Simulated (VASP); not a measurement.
# Al34CN36 (a cell with a defect) in VASP: single point with PBE

Aim: the single point of Al34CN36 (a cell with a defect) with PBE.

Program: VASP 6.6.1. These are calculated values, not measurements. Logs are shortened: lines on timing, memory, paths and dates and some standing lists are left out, and cuts for length are marked.

### 1 The cell of the first run

The cell holds a defect, 71 atoms: a = 9.389 Å, b = 9.389 Å, c = 10.035 Å, α = 90.00°, β = 90.00°, γ = 120.00°.

### 2 Single point, PBE, collinear spin

Input file INCAR:

```
SYSTEM = Al34CN36
PREC = Accurate
ENCUT = 520
EDIFF = 1E-6
ISMEAR = -1
SIGMA = 0.01
LREAL = Auto
LASPH = .True.
NELM = 150
ALGO = Normal
ISIF = 2
LWAVE = .False.
LCHARG = .False.
ISPIN = 2
MAGMOM = 0 0 0 0 0 0 0 0 0 0 0 0 0 0 0 0 0 0 0 0 0 0 0 0 0 0 0 0 0 0 0 0 0 0 0 0 0 0 0 0 0.01 0 0 0 0 0 0.06 0 0 0 0.24 0.01 0.01 0.15 0.22 0 0.01 0 0.01 0 0 0 0.01 0 0 0 0 0 0 0 0
LORBIT = 11
NUPDOWN = 1.0
GGA = PE
NELECT = 287.0
NBANDS = 188
```

Input file KPOINTS:

```
Automatic mesh
0
Gamma
  1 1 1
  0.25 0.25 0.25
```

Input file POSCAR:

```
Al34CN36
1.0
    9.3892708692      0.0000000866      0.0000000000
   -4.6946355096      8.1313470524      0.0000000000
    0.0000000000      0.0000000000     10.0348065929
Al N C
34 36 1
Direct
    0.2260796911      0.1195141161      0.2515739036
    0.1091590511      0.2203045042      0.4948112970
    0.2226144511      0.1139783242      0.7502468031
    0.1143534399      0.2326218690      1.0007946198
    0.1090545097      0.5559353327      0.4946532433
    0.2303871063      0.4489008053      0.7470792563
    0.1139742650      0.5488421297      1.0009397533
    0.2257989691      0.7739497658      0.2514482446
    0.1104748542      0.8888787307      0.5000166846
    0.2225017897      0.7758632660      0.7502217943
    0.1114140116      0.8893790540      1.0011155204
    0.5488129447      0.1078599508      0.2511909936
    0.4439507881      0.2250450159      0.5012706994
    0.5541466010      0.1106136937      0.7501900835
    0.4458967824      0.2251468918      0.9994648279
    0.5555322572      0.4501161849      0.2505397124
    0.5566578999      0.4469779648      0.7464667149
    0.4527289028      0.5601515982      0.9981918293
    0.5553063820      0.7727207883      0.2511023037
    0.4440076803      0.8860777873      0.5010709550
    0.5566607525      0.7769401045      0.7461666269
    0.4457865514      0.8879539239      0.9994964080
    0.8797229888      0.1093911098      0.2544486822
    0.7737381010      0.2202336296      0.5009408376
    0.8912499103      0.1134434845      0.7487394393
    0.7763430856      0.2216741139      0.9994867118
    0.8797379870      0.4370511086      0.2543455336
    0.7744699155      0.5558391175      0.5007573096
    0.8910967876      0.4448001790      0.7486675912
    0.7797716828      0.5559650724      0.9994905193
    0.8897450067      0.7784077839      0.2503231230
    0.7746396909      0.8863314564      0.5005938299
    0.8894993192      0.7783765465      0.7502263781
    0.7796996446      0.8909592212      0.9994746880
    0.2209361295      0.1114277470      0.4396874793
    0.1139384473      0.2537759140      0.1979304502
    0.2197498282      0.1138938184      0.9438162019
    0.1138924332      0.2265635332      0.6851196631
    0.1722182952      0.4196384233      0.3960346932
    0.1123005155      0.5256257986      0.1980012258
    0.2267758462      0.4474069825      0.9374650936
    0.1136916237      0.5540176466      0.6849577058
    0.2206342145      0.7769167928      0.4396020763
    0.1145744161      0.8907790735      0.1920379118
    0.2196183248      0.7734924836      0.9438764495
    0.1133252232      0.8900592133      0.6916798285
    0.5515047862      0.1096646468      0.4412793198
    0.4429003430      0.2230689759      0.1886002224
    0.5540242024      0.1108639501      0.9404768465
    0.4435635723      0.2212116407      0.6915279343
    0.5656164357      0.4327550581      0.4343474613
    0.4681853932      0.5678622902      0.1802892516
    0.5604425020      0.4435091727      0.9377118541
    0.4483812004      0.5576034174      0.7033382364
    0.5664732094      0.8015752713      0.4345017084
    0.4428044211      0.8863284288      0.1887808755
    0.5604782196      0.7847847408      0.9376422703
    0.4434414169      0.8889961064      0.6914609774
    0.8867030732      0.1104450571      0.4425327343
    0.7709849996      0.2186061526      0.1908178747
    0.8928758713      0.1156202852      0.9407156578
    0.7770618227      0.2217622669      0.6914251664
    0.8860488894      0.4436126955      0.4425573208
    0.7875296169      0.5578809480      0.1888463248
    0.8926387568      0.4447740787      0.9407267881
    0.7819107026      0.5569747210      0.6910663048
    0.8896561477      0.7786748858      0.4408130922
    0.7869851130      0.8958948780      0.1889777371
    0.8905961965      0.7791474959      0.9404617251
    0.7819589332      0.8917134756      0.6911395322
    0.1507657483      0.4086306766      0.2656256388
```

Potentials or basis: VASP PAW PBE potentials, release 64 (Al, N, C).

The run is started by

```console
> cat potpaw_PBE.64/Al/POTCAR potpaw_PBE.64/N/POTCAR potpaw_PBE.64/C/POTCAR > POTCAR
> mpirun -np 1 vasp_std > vasp.out
```

OUTCAR:

```text
SYSTEM = Al34CN36
   PREC = Accurate
   ENCUT = 520
   EDIFF = 1E-6
   ISMEAR = -1
   LREAL = Auto
   LASPH = .True.
   NELM = 150
   ISIF = 2
   ISPIN = 2
   LORBIT = 11
   NUPDOWN = 1.0
   GGA = PE
   NELECT = 287.0

 ion  position               nearest neighbor table
   1  0.226  0.120  0.252-  48 1.87  35 1.89  44 1.95  36 2.08   2 3.02  13 3.07  12 3.09  15 3.10
                            16 3.10   4 3.11   9 3.12  11 3.13  31 3.18  23 3.21   8 3.24
   2  0.109  0.220  0.495-  35 1.88  59 1.88  38 1.91  39 1.93   1 3.02  23 3.05  25 3.10   9 3.12
                            13 3.12   3 3.12  32 3.14   6 3.14  24 3.15   5 3.15
   3  0.223  0.114  0.750-  50 1.89  46 1.91  38 1.91  37 1.94  13 3.08  15 3.09   9 3.11  25 3.11
                             6 3.11  11 3.11   4 3.12   2 3.12  14 3.13  17 3.13  33 3.14  10 3.17
   4  0.114  0.233  0.001-  41 1.86  61 1.90  37 1.91  36 1.99   7 2.97   6 3.10   1 3.11  25 3.11
                             3 3.12  26 3.12  18 3.13  15 3.15  34 3.18  23 3.18  11 3.21
   5  0.109  0.556  0.495-  43 1.88  63 1.89  42 1.91  39 1.93   8 3.02  27 3.05  29 3.10   9 3.12
                            20 3.12  10 3.13   6 3.14  28 3.14  24 3.15   2 3.15
   6  0.230  0.449  0.747-  54 1.83  42 1.91  41 1.91  38 1.91  21 3.07  17 3.07   4 3.10   7 3.10
                            18 3.10  10 3.11   3 3.11   2 3.14   5 3.14  29 3.17  25 3.17
   7  0.114  0.549  0.001-  41 1.86  65 1.90  45 1.92  40 1.99   4 2.97   6 3.10   8 3.11  29 3.11
                            10 3.12  26 3.12  18 3.13  22 3.15  30 3.17  27 3.18  11 3.21
   8  0.226  0.774  0.251-  56 1.87  43 1.89  44 1.95  40 2.09   5 3.02  20 3.07  12 3.09  22 3.10
                            19 3.10   7 3.11   9 3.12  11 3.13  31 3.18  27 3.21   1 3.24
   9  0.110  0.889  0.500-  67 1.89  43 1.91  35 1.91  46 1.92  31 3.08  33 3.09  10 3.11   3 3.11
[... 72 lines left out ...]
  56  0.443  0.886  0.189-   8 1.87  22 1.90  12 1.91  19 1.94
  57  0.560  0.785  0.938-  22 1.88  34 1.89  21 1.92  18 1.93
  58  0.443  0.889  0.691-  10 1.89  14 1.90  20 1.91  21 1.91
  59  0.887  0.110  0.443-   2 1.88  23 1.89  24 1.90  32 1.91
  60  0.771  0.219  0.191-  23 1.88  27 1.89  12 1.91  26 1.92
  61  0.893  0.116  0.941-   4 1.90  26 1.90  34 1.92  25 1.93
  62  0.777  0.222  0.691-  25 1.90  29 1.90  14 1.91  24 1.91
  63  0.886  0.444  0.443-   5 1.89  27 1.89  24 1.91  28 1.91
  64  0.788  0.558  0.189-  27 1.86  31 1.90  30 1.90  16 1.99
  65  0.893  0.445  0.941-   7 1.90  26 1.91  30 1.91  29 1.93
  66  0.782  0.557  0.691-  29 1.89  33 1.90  28 1.91  17 1.91
  67  0.890  0.779  0.441-   9 1.89  32 1.91  28 1.91  31 1.91
  68  0.787  0.896  0.189-  23 1.86  31 1.90  34 1.90  19 1.99
  69  0.891  0.779  0.940-  11 1.90  34 1.91  33 1.91  30 1.91
  70  0.782  0.892  0.691-  33 1.89  25 1.89  32 1.91  21 1.91
  71  0.151  0.409  0.266-  39 1.32  36 1.48  40 1.48  23 2.69  27 2.69

  LATTYP: Found a hexagonal cell.
 ALAT       =     9.3892708692
 C/A-ratio  =     1.0687524870

  Lattice vectors:

 A1 = (   9.3892708692,   0.0000000866,   0.0000000000)
 A2 = (  -4.6946355096,   8.1313470524,   0.0000000000)
 A3 = (   0.0000000000,   0.0000000000,  10.0348065929)

Analysis of symmetry for initial positions (statically):
=====================================================================
 Subroutine PRICEL returns:
 Original cell was already a primitive cell.

 Routine SETGRP: Setting up the symmetry group for a
 hexagonal supercell.

 Subroutine GETGRP returns: Found  1 space group operations
 (whereof  1 operations were pure point group operations)
 out of a pool of 24 trial point group operations.

The static configuration has the point symmetry C_1 .

Analysis of symmetry for dynamics (positions and initial velocities):
=====================================================================
 Subroutine PRICEL returns:
 Original cell was already a primitive cell.

 Routine SETGRP: Setting up the symmetry group for a
 hexagonal supercell.

 Subroutine GETGRP returns: Found  1 space group operations
 (whereof  1 operations were pure point group operations)
 out of a pool of 24 trial point group operations.

The dynamic configuration has the point symmetry C_1 .

Analysis of structural, dynamic, and magnetic symmetry:
[... 240 lines left out ...]
   PSTRESS=    0.0 pullay stress
   NELECT =     287.0000    total number of electrons
   NUPDOWN=       1.0000    fix difference up-down
   EMIN   =  10.00;   EMAX   =-10.00  energy-range for DOS
   EFERMI =   0.00;   METHOD = LEGACY
   ISMEAR =    -1;   SIGMA  =   0.01  broadening in eV -4-tet -1-fermi 0-gaus
   EFERMI_NEDOS =   21; number of points for ismear=-14 and -15
   IALGO  =     38    algorithm
   IMIX   =      4    mixing-type and parameters
     AMIX     =   0.40;   BMIX     =  1.00
     AMIX_MAG =   1.60;   BMIX_MAG =  1.00
  volume/ion in A,a.u.               =      10.79        72.82
  Fermi-wavevector in a.u.,A,eV,Ry     =   1.180142  2.230145 18.949318  1.392736
  Thomas-Fermi vector in A             =   2.316440
   LORBIT       =     11    0 simple, 1 ext, 2 COOP (PROOUT), +10 PAW based schemes
   GGA     = PE    functional components
   LHFCALC =     F    Hartree Fock is set to
   AEXX    =    0.0000 exact exchange contribution
   IVDW    =     0    specifies the selected vdW correction
   LEPSILON=     F    determine dielectric tensor
   LRPA    =     F    only Hartree local field effects (RPA)
 spin polarized calculation
  energy-cutoff  :      520.00
  volume of cell :      766.13
 maximum number of plane-waves:     20622
 NGX is ok and might be reduce to    70
   NGX = 35   NGY = 35   NGZ = 37

 number of electron     286.9999993 magnetization       0.9999969

 Free energy of the ion-electron system (eV)
  ---------------------------------------------------
  ext. energy  EPLUGINS =         0.00000000
  ---------------------------------------------------
  free energy    TOTEN  =      -519.03306434 eV

  energy without entropy =     -519.03303692  energy(sigma->0) =     -519.03305063

 E-fermi :   6.7116     XC(G=0): -10.7231

 val. band max:        6.6289070469   @ k =   0.5000  -0.2500   0.2500
 cond. band min:       6.7888350516   @ k =  -0.2500   0.5000   0.2500
 fundamental gap:      0.1599280047
 Fermi energy:         6.7296455354

 spin component 1

 k-point     1 :       0.2500    0.2500    0.2500
  band No.  band energies     occupation
      1     -12.3007      1.00000
      2      -9.2130      1.00000
      3      -9.0846      1.00000
      4      -8.9438      1.00000
      5      -8.8315      1.00000
      6      -8.6525      1.00000
[... 937 lines left out ...]
    154      11.4207      0.00000
    155      11.4673      0.00000
 Fermi energy:         6.7116420082

 spin component 2

 k-point     1 :       0.2500    0.2500    0.2500
  band No.  band energies     occupation
      1     -12.3001      1.00000
      2      -9.2081      1.00000
      3      -9.0803      1.00000
      4      -8.9339      1.00000
      5      -8.8279      1.00000
      6      -8.6411      1.00000
[... 937 lines left out ...]
    154      11.4252      0.00000
    155      11.4732      0.00000
 [bands above 155 left out]

------------------------ aborting loop because EDIFF is reached ----------------------------------------

  FORCE on cell =-STRESS in cart. coord.  units (eV):
  Direction    XX          YY          ZZ          XY          YZ          ZX
  --------------------------------------------------------------------------------------
  -------------------------------------------------------------------------------------
  Total       10.1701450      2.1988505      7.6089722      5.6095480     -0.3718046     -0.4861407
  in kB       21.2683772      4.5983593     15.9123091     11.7310011     -0.7775386     -1.0166447
  external PRESSURE =      13.9263485 kB  Pullay stress =       0.0000000 kB

 VOLUME and BASIS-vectors are now :
 -----------------------------------------------------------------------------
  energy-cutoff  :      520.00
  volume of cell :      766.13
      direct lattice vectors                 reciprocal lattice vectors
     9.389270869  0.000000087  0.000000000     0.106504542  0.061490427  0.000000000
    -4.694635510  8.131347052  0.000000000    -0.000000001  0.122980853  0.000000000
     0.000000000  0.000000000 10.034806593     0.000000000  0.000000000  0.099653141

 POSITION                                       TOTAL-FORCE (eV/Angst)
 -----------------------------------------------------------------------------------
      1.56165      0.97181      2.52450         0.036477     -0.023226      0.003460
     -0.00933      1.79137      4.96534         0.007959      0.003982      0.006150
      1.55510      0.92680      7.52858         0.035518     -0.025555      0.000958
     -0.01838      1.89153      0.00797        -0.019990     -0.000344      0.008768
     -1.58597      4.52050      4.96375        -0.044867      0.010288     -0.010349
      0.05574      3.65017      7.49680        -0.037732     -0.049365     -0.005250
[... 63 lines left out ...]
      3.15575      7.25083      6.93545        -0.036429      0.015565     -0.010076
     -0.50279      3.32272      2.66550        -0.010071      0.020831     -0.010350
 -----------------------------------------------------------------------------------
    total drift:                               -0.004940     -0.004391      0.014739

  FREE ENERGIE OF THE ION-ELECTRON SYSTEM (eV)
  ---------------------------------------------------
  free  energy   TOTEN  =      -519.0330643391 eV

  energy  without entropy=     -519.0330369244  energy(sigma->0) =     -519.03305063

 total charge

# of ion       s       p       d       tot
------------------------------------------
    1        0.365   0.405   0.000   0.770
    2        0.370   0.434   0.000   0.805
    3        0.367   0.425   0.000   0.792
    4        0.370   0.428   0.000   0.798
    5        0.370   0.433   0.000   0.803
    6        0.373   0.447   0.000   0.819
[... 63 lines left out ...]
   70        1.224   2.629   0.000   3.853
   71        0.832   1.571   0.000   2.403
--------------------------------------------------
tot         57.548 110.460   0.000 168.008

 magnetization (x)

# of ion       s       p       d       tot
------------------------------------------
    1       -0.000   0.000   0.000  -0.000
    2        0.000   0.001   0.000   0.001
    3       -0.000   0.000   0.000   0.000
    4        0.000   0.000   0.000   0.000
    5        0.000   0.001   0.000   0.001
    6       -0.001  -0.000   0.000  -0.001
[... 63 lines left out ...]
   70       -0.000  -0.000   0.000  -0.000
   71       -0.000  -0.001   0.000  -0.001
--------------------------------------------------
tot          0.016   0.655   0.000   0.671
```

It took 85 min on 1 thread of Intel Xeon Platinum 8259CL at 2.50GHz (Skylake/Cascade Lake), shared host; peak memory 1.7 GiB.

What came out:

| Item | Value |
| --- | --- |
| Free energy | -519.0331 eV |
| Largest force | 0.105 eV/Å |
| Net moment | 1.00 μB per cell |
| Site moments | Al -0.00, +0.00 (each value once); N +0.00, +0.01, +0.04, +0.21, +0.02, +0.15, +0.20, -0.00 (each value once); C -0.00 μB |
| Valence electrons inside the program's atomic spheres | Al 0.77, 0.81, 0.79, 0.80, 0.82 (each value once); N 3.86, 3.80, 3.83, 3.84, 3.90, 3.87, 3.81, 3.85 (each value once); C 2.40 |

Forces on the atoms (eV/Å):
```
Al   0.036 -0.023  0.003
Al   0.008  0.004  0.006
Al   0.036 -0.026  0.001
Al  -0.020  0.000  0.009
Al  -0.045  0.010 -0.010
Al  -0.038 -0.049 -0.005
Al  -0.034  0.023  0.014
Al   0.026 -0.002  0.018
Al  -0.016  0.010 -0.007
Al   0.026 -0.008 -0.001
Al  -0.023  0.012  0.004
Al   0.016 -0.007  0.030
Al   0.021  0.059 -0.053
Al   0.030 -0.016 -0.005
Al  -0.027 -0.001  0.009
Al   0.018 -0.025  0.054
Al   0.086 -0.052 -0.031
Al  -0.026  0.009  0.035
Al   0.028  0.002  0.029
Al  -0.001  0.041 -0.024
Al   0.021  0.052 -0.008
Al  -0.032  0.016  0.021
Al   0.028 -0.011 -0.010
Al  -0.063  0.023 -0.010
Al   0.013 -0.013 -0.003
Al  -0.030  0.014  0.008
Al  -0.005 -0.028  0.034
Al  -0.056 -0.034 -0.038
Al   0.019 -0.017 -0.006
Al  -0.015  0.022  0.001
Al   0.020 -0.008  0.008
Al  -0.022 -0.013  0.006
Al   0.036 -0.012 -0.001
Al  -0.012  0.019  0.017
N    0.004 -0.028  0.008
N   -0.096 -0.031 -0.019
N    0.035 -0.011 -0.005
N   -0.034  0.030 -0.006
N    0.018  0.005  0.042
N    0.026  0.052 -0.049
N    0.060 -0.019 -0.024
N   -0.010  0.013  0.001
N    0.041 -0.023  0.002
N   -0.041  0.014  0.001
N    0.040 -0.021 -0.005
N   -0.040  0.020  0.004
N    0.022 -0.023  0.010
N   -0.023  0.044 -0.010
N    0.041 -0.022 -0.006
N   -0.046  0.038  0.021
N    0.057 -0.041  0.042
N   -0.010 -0.021 -0.022
N    0.017 -0.007 -0.005
N   -0.023  0.019 -0.008
N   -0.019 -0.020  0.005
N   -0.045  0.017 -0.035
N    0.037 -0.037 -0.035
N   -0.033  0.009  0.014
N    0.031 -0.024  0.002
N   -0.021  0.029 -0.014
N    0.036 -0.020  0.012
N   -0.029  0.027  0.012
N    0.061 -0.007  0.004
N   -0.062  0.016 -0.006
N    0.037 -0.020 -0.010
N   -0.051  0.021  0.019
N    0.036 -0.005  0.008
N   -0.005  0.042 -0.020
N    0.034 -0.022 -0.004
N   -0.036  0.016 -0.010
C   -0.010  0.021 -0.010
```

Caveat: the k points lie up to 0.39 Å⁻¹ apart; the cell carries a net charge on a neutralising background, which shifts energy and pressure; the cell is charged against a uniform background, so pressure and absolute levels hang on convention; the total moment is fixed, so each spin has its own Fermi level and the state may be an excited one.
